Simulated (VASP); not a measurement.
# Ti4Al in VASP: notebook, part 2 of 2

VASP 6.6.1. The steps go on from the part before.

### Step 4. Single point, PBE

The input, INCAR:

```
SYSTEM = Ti4Al
ALGO     = Normal         ! electronic algorithm
EDIFF    = 1E-7           ! SCF threshold, eV
ENCUT    = 520            ! plane-wave cutoff, eV
GGA      = PE             ! functional
ISIF     = 2              ! what is computed and relaxed
ISMEAR   = -1             ! smearing method
ISYM     = 0            
LASPH    = .TRUE.         ! aspherical terms in the spheres
LCHARG   = .FALSE.        ! write CHGCAR
LREAL    = Auto         
LWAVE    = .FALSE.        ! write WAVECAR
NBANDS   = 118            ! bands
NELM     = 100            ! most SCF steps
PREC     = Accurate       ! precision mode
SIGMA    = 0.2172         ! smearing width, eV
```

The input, KPOINTS:

```
Automatic mesh
0
Gamma
  1 1 1
  0.25 0.25 0.25
```

The input, POSCAR:

```
Ti4Al
1.0
    7.4031320000      0.0101080000     -0.1346870000
    0.0101080000      7.0902150000     -0.0499130000
   -0.1346870000     -0.0499130000      7.0297780000
Ti Al
16 4
Direct
    0.7697672573     -0.0423390721      0.2803214230
    0.4521435995      0.9037545116      0.5527029394
    0.4182863994      0.2283617999      0.8040249582
    1.0366803773      0.3354938247      0.3797830989
    0.7889633630      0.3080109743      0.1454505192
    0.2818871851      0.4268142625      0.0469256810
    0.3714078388      0.3959958612      0.4273833610
    0.9351708057      0.6757855831      0.0187082488
    0.7127000896      0.2984050656      0.5467722777
    0.8074038459      1.0086576357      0.9107394189
    0.8125794051      0.6808410025      0.5607485328
    0.4596408391      0.0965823572      0.2113422872
    0.3870010694      0.8132540539      0.9686634432
    1.1464992765      1.0457482116      0.6052024656
    0.6104301409      0.5246912742      0.7998952342
    0.1914403320      0.6420554374      0.7505694258
    0.9279120895      0.3819102320      0.7816198436
    0.2043109492      0.7612424113      0.3109918864
    0.5605530544      0.6378150391      0.2182563192
    1.1210172537      0.1073463549      0.0650527555
```

Potentials or basis: VASP PAW PBE potentials, release 64 (Ti_sv, Al).

On the command line:

```sh
$ cat potpaw_PBE.64/Ti_sv/POTCAR potpaw_PBE.64/Al/POTCAR > POTCAR
$ mpirun -np 1 vasp_std > vasp.out
```

OUTCAR:

```text
SYSTEM = Ti4Al
   EDIFF = 1E-7
   ENCUT = 520
   GGA = PE
   ISIF = 2
   ISMEAR = -1
   ISYM = 0
   LASPH = .TRUE.
   LREAL = Auto
   NELM = 100
   PREC = Accurate

 ion  position               nearest neighbor table
   1  0.770  0.958  0.280-  12 2.53  10 2.65   5 2.68  19 2.77  11 2.81
   2  0.452  0.904  0.553-  14 2.51  18 2.65  12 2.78   3 2.90  19 3.12
   3  0.418  0.228  0.804-   6 2.44  15 2.54  14 2.73   2 2.90  20 3.05
   4  0.037  0.335  0.380-   5 2.43   7 2.53  14 2.72   9 2.72  20 2.81  17 2.98
   5  0.789  0.308  0.145-   4 2.43  10 2.68   1 2.68  17 2.85   9 2.90  20 2.91  19 2.93
   6  0.282  0.427  0.047-   3 2.44  20 2.57  16 2.66   7 2.74  19 2.78  12 2.91  13 2.92  18 3.06

   7  0.371  0.396  0.427-   4 2.53  12 2.69  19 2.70   9 2.72   6 2.74  18 2.98
   8  0.935  0.676  0.019-  17 2.65  10 2.65  16 2.73  18 2.87
   9  0.713  0.298  0.547-  17 2.32  15 2.52   7 2.72   4 2.72  11 2.81   5 2.90
  10  0.807  0.009  0.911-  20 2.62   8 2.65   1 2.65   5 2.68  17 2.96
  11  0.813  0.681  0.561-  15 2.56  17 2.76   1 2.81   9 2.81  19 3.00
  12  0.460  0.097  0.211-   1 2.53  13 2.66  20 2.68   7 2.69   2 2.78   6 2.91
  13  0.387  0.813  0.969-  16 2.39  19 2.48  12 2.66  18 2.83  15 2.90   6 2.92  20 2.95
  14  0.146  0.046  0.605-   2 2.51   4 2.72   3 2.73  18 2.91
  15  0.610  0.525  0.800-   9 2.52   3 2.54  11 2.56  17 2.56  13 2.90  19 3.07
  16  0.191  0.642  0.751-  13 2.39   6 2.66  17 2.71   8 2.73
  17  0.928  0.382  0.782-   9 2.32  15 2.56   8 2.65  16 2.71  11 2.76   5 2.85  10 2.96   4 2.98
                            20 3.11
  18  0.204  0.761  0.311-   2 2.65  13 2.83   8 2.87  19 2.87  14 2.91   7 2.98   6 3.06  20 3.07

  19  0.561  0.638  0.218-  13 2.48   7 2.70   1 2.77   6 2.78  18 2.87   5 2.93  11 3.00  15 3.07
                             2 3.12
  20  0.121  0.107  0.065-   6 2.57  10 2.62  12 2.68   4 2.81   5 2.91  13 2.95   3 3.05  18 3.07
                            17 3.11

IMPORTANT INFORMATION: All symmetrisations will be switched off!
NOSYMM: (Re-)initialisation of all symmetry stuff for point group C_1.

----------------------------------------------------------------------------------------

                                     Primitive cell

  volume of cell :     368.8440

[... 129 lines left out ...]
   LEPSILON=     F    determine dielectric tensor
   LRPA    =     F    only Hartree local field effects (RPA)
 non-spin polarized calculation
  energy-cutoff  :      520.00
  volume of cell :      368.84
 maximum number of plane-waves:      9923
 NGX is ok and might be reduce to    56
   NGX = 27   NGY = 27   NGZ = 27

 number of electron     204.0000016 magnetization

 Free energy of the ion-electron system (eV)
  ---------------------------------------------------
  ext. energy  EPLUGINS =         0.00000000
  ---------------------------------------------------
  free energy    TOTEN  =      -137.63012699 eV

  energy without entropy =     -133.34028714  energy(sigma->0) =     -135.48520707

 E-fermi :   7.2531     XC(G=0): -10.8446

 val. band max:        7.2045304171   @ k =   0.2500   0.2500   0.2500
 cond. band min:       7.2765348358   @ k =   0.2500   0.2500   0.2500
 fundamental gap:      0.0720044188
 Fermi energy:         7.2531488418

 k-point     1 :       0.2500    0.2500    0.2500
  band No.  band energies     occupation
      1     -49.5917      2.00000
      2     -49.5687      2.00000
      3     -49.5583      2.00000
      4     -49.3866      2.00000
      5     -49.3730      2.00000
      6     -49.3438      2.00000
[... 106 lines left out ...]
    113       7.9597      0.07443
    114       8.0813      0.04321
 [bands above 114 left out]

------------------------ aborting loop because EDIFF is reached ----------------------------------------

  FORCE on cell =-STRESS in cart. coord.  units (eV):
  Direction    XX          YY          ZZ          XY          YZ          ZX
  --------------------------------------------------------------------------------------
  -------------------------------------------------------------------------------------
  Total        0.6231424     -2.8571075     -1.2620227      3.2664675      2.0314345      8.3719433
  in kB        2.7067937    -12.4106481     -5.4819499     14.1888185      8.8241059     36.3658850
  external PRESSURE =      -5.0619347 kB  Pullay stress =       0.0000000 kB

 VOLUME and BASIS-vectors are now :
 -----------------------------------------------------------------------------
  energy-cutoff  :      520.00
  volume of cell :      368.84
      direct lattice vectors                 reciprocal lattice vectors
     7.403132000  0.010108000 -0.134687000     0.135125281 -0.000174422  0.002587694
     0.010108000  7.090215000 -0.049913000    -0.000174422  0.141046722  0.000998122
    -0.134687000 -0.049913000  7.029778000     0.002587694  0.000998122  0.142308669

 POSITION                                       TOTAL-FORCE (eV/Angst)
 -----------------------------------------------------------------------------------
      5.67061      6.78381      1.81912         1.690939     -0.420958      0.646553
      3.28197      6.38480      3.77937         2.013606     -0.582770      0.566947
      2.99065      1.58323      5.58438         0.244089     -1.373412     -0.936235
      0.22379      2.36014      2.64811         0.460822      1.203940      0.576139
      5.82432      2.18458      0.90085        -1.209711      0.793274     -0.975850
      2.08484      3.02671      0.27061        -0.548047      1.419063      1.036117
[... 12 lines left out ...]
      4.12690      4.51702      1.42696         1.568703     -0.381109      1.181313
      0.88823      0.75908      0.43565        -0.737715     -1.309142      0.040061
 -----------------------------------------------------------------------------------
    total drift:                                0.010461     -0.027826     -0.012503

  FREE ENERGIE OF THE ION-ELECTRON SYSTEM (eV)
  ---------------------------------------------------
  free  energy   TOTEN  =      -137.6301269945 eV

  energy  without entropy=     -133.3402871368  energy(sigma->0) =     -135.48520707
```

stdout:

```text
POSCAR found type information on POSCAR TiAl
 POSCAR found :  2 types and      20 ions
 scaLAPACK will be used
 LDA part: xc-table for (Slater+PW92), standard interpolation
 POSCAR, INCAR and KPOINTS ok, starting setup
 FFT: planning ... GRIDC
 FFT: planning ... GRID_SOFT
 FFT: planning ... GRID
 WAVECAR not read
 entering main loop
```

It took 2.1 min on 1 thread of Intel Xeon 6975P-C (Granite Rapids), shared host; peak memory 0.39 GiB.

Results:

- Free energy: -137.6301 eV
- Pressure: -0.5 GPa
- Largest force: 4.035 eV/Å
- Band gap on the k mesh: 0.07 eV

Forces on the atoms (eV/Å):
```
Ti   1.691 -0.421  0.647
Ti   2.014 -0.583  0.567
Ti   0.244 -1.373 -0.936
Ti   0.461  1.204  0.576
Ti  -1.210  0.793 -0.976
Ti  -0.548  1.419  1.036
Ti   0.340  0.194  1.495
Ti  -0.039  0.187  0.946
Ti  -1.818 -2.301 -2.771
Ti  -1.921 -0.353 -2.104
Ti   0.604  0.359 -0.536
Ti  -0.291  0.630 -0.074
Ti  -0.160  1.809 -0.815
Ti  -1.371 -0.452  0.564
Ti  -1.412  1.402  1.649
Ti   0.223  0.067 -2.393
Al   3.317 -0.581  1.695
Al  -0.954 -0.310  0.209
Al   1.569 -0.381  1.181
Al  -0.738 -1.309  0.040
```

Caveat: the k points lie up to 0.89 Å⁻¹ apart.
